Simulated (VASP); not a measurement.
Runs of VASP 6.6.1 on Cu. The structure is that of space group Fd-3m (No. 227), or close to it. The cells are those of the table. 

```csv
task,cell,k mesh,cutoff (eV),gap on the mesh (eV),pressure (GPa)
single point,"a = 3.979 Å, angles 60.0°, 2 atoms",11 × 11 × 11,520,none,-4.0
single point,"a = 3.831 Å, angles 60.0°, 2 atoms",16 × 16 × 16,520,none,0.0
relaxation of cell and atoms,"relaxed from a = 3.559 Å, angles 60.0°, 2 atoms",11 × 11 × 11,600,none,0.1
single point,"a = 3.882 Å, angles 60.0°, 2 atoms",11 × 11 × 11,520,none,-1.6
single point,"a = 3.931 Å, angles 60.0°, 2 atoms",11 × 11 × 11,520,none,-2.9
single point,"a = 3.671 Å, angles 60.0°, 2 atoms",11 × 11 × 11,520,none,8.7
single point,"a = 3.831 Å, angles 60.0°, 2 atoms",11 × 11 × 11,520,none,0.0
single point,"a = 3.726 Å, angles 60.0°, 2 atoms",11 × 11 × 11,520,none,(b)
single point,"a = 3.779 Å, angles 60.0°, 2 atoms",11 × 11 × 11,520,none,(a)
```

Alike in all rows: level revPBE; potentials or basis VASP PAW PBE potentials, release 64 (Cu); no spin polarisation; smearing fermi-dirac 0.1 eV.

Problem. Fill in the values left out.

Solution. (a) 2.1; (b) 4.9.

Caveats: the PAW data sets were made with another functional, which shifts forces and pressure a little.

A gap of «none» marks levels without a gap at the run's occupations.
